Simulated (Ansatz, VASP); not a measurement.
## ZrO2: VASP beside Ansatz

The input INCAR:

```
SYSTEM = ZrO2
ALGO = Normal ; EDIFF = 1E-6
ENCUT = 600 ; GGA = PE
GGA_COMPAT = .False. ; ISIF = 2
ISMEAR = 0 ; LASPH = .True.
LCHARG = .False. ; LMAXMIX = 4
LORBIT = 11 ; LORBMOM = .True.
LREAL = .False. ; LSORBIT = .True.
LWAVE = .False. ; MAGMOM = 0 0 0 0 0 0 0 0 0 0 0 0 0 0 0 0 0 0
NBANDS = 64 ; NELM = 200
PREC = Accurate ; SIGMA = 0.02
```

Contents of KPOINTS:

```
k-points
0
Gamma
  6 6 6
  0 0 0
```

Contents of POSCAR:

```
ZrO2
1.0
    3.6210708607      0.0000000000      0.0000000000
    0.0000000000      3.6210708607      0.0000000000
    0.0000000000      0.0000000000      5.2824584903
Zr O
2 4
Direct
    0.0000000000      0.0000000000      0.0000000000
    0.5000000000      0.5000000000      0.5000000000
    0.0000000000      0.5000000000      0.1927881315
    0.0000000000      0.5000000000      0.6927881315
    0.5000000000      0.0000000000      0.3072118685
    0.5000000000      0.0000000000      0.8072118685
```

Input for Ansatz:

```yaml
crystal:
  lattice:
    - [3.6210708598, 0.0, 0.0]
    - [0.0, 3.6210708598, 0.0]
    - [0.0, 0.0, 5.2824584839]
  atoms:
    - { symbol: Zr, position: [0.0, 0.0, 0.0] }
    - { symbol: Zr, position: [0.5, 0.5, 0.5] }
    - { symbol: O, position: [0.0, 0.5, 0.1927881315] }
    - { symbol: O, position: [0.0, 0.5, 0.6927881315] }
    - { symbol: O, position: [0.5, 0.0, 0.3072118685] }
    - { symbol: O, position: [0.5, 0.0, 0.8072118685] }
basis:
  ecutwfc: 420
kpoints:
  mp_grid: { grid: [6, 6, 6] }
  band_path:
    path:
      - [[0.0, 0.0, 0.0], [0.0, 0.5, 0.0], [0.5, 0.5, 0.0], [0.0, 0.0, 0.0], [0.0, 0.0, 0.5], [0.0, 0.5, 0.5], [0.5, 0.5, 0.5], [0.0, 0.0, 0.5]]
      - [[0.0, 0.5, 0.0], [0.0, 0.5, 0.5]]
      - [[0.5, 0.5, 0.0], [0.5, 0.5, 0.5]]
    npoints: 10
hamiltonian:
  xc: pbe
scf:
  occupations: { method: gaussian, width: 0.02 }
output:
  forces: true
  stress: true
  eigenvalues: true
  populations: true
  dos: { projected: true, de: 0.02 }
  bader: false
  write_density: true
  write_potential: true
  elf: true
  volumetric_format: npy
magnetization:
  noncollinear: true
  spin_orbit: true
```

Alike in both runs: task single point; functional PBE; k mesh 6 × 6 × 6; occupations gaussian, width 0.02 eV; non-collinear spin, spin-orbit coupling.

|  | VASP | Ansatz |
| --- | --- | --- |
| version | VASP 6.6.1 | Ansatz 0.2.0 |
| potentials or method | VASP PAW PBE potentials, release 64 (Zr_sv, O), cutoff 600 eV | plane waves, PAW |
| valence electrons in the cell | 48 | 48 |

```tsv
	VASP	Ansatz	Ansatz less VASP
pressure (GPa)	0.1	0.0	-0.10
traceless stress, the component that is largest in VASP (GPa)	-0.06	0.01	+0.076
rms of the force components (eV/Å)	0.009	0.000	-0.0090
```

Atom by atom the forces differ by 0.009 eV/Å (rms over components).
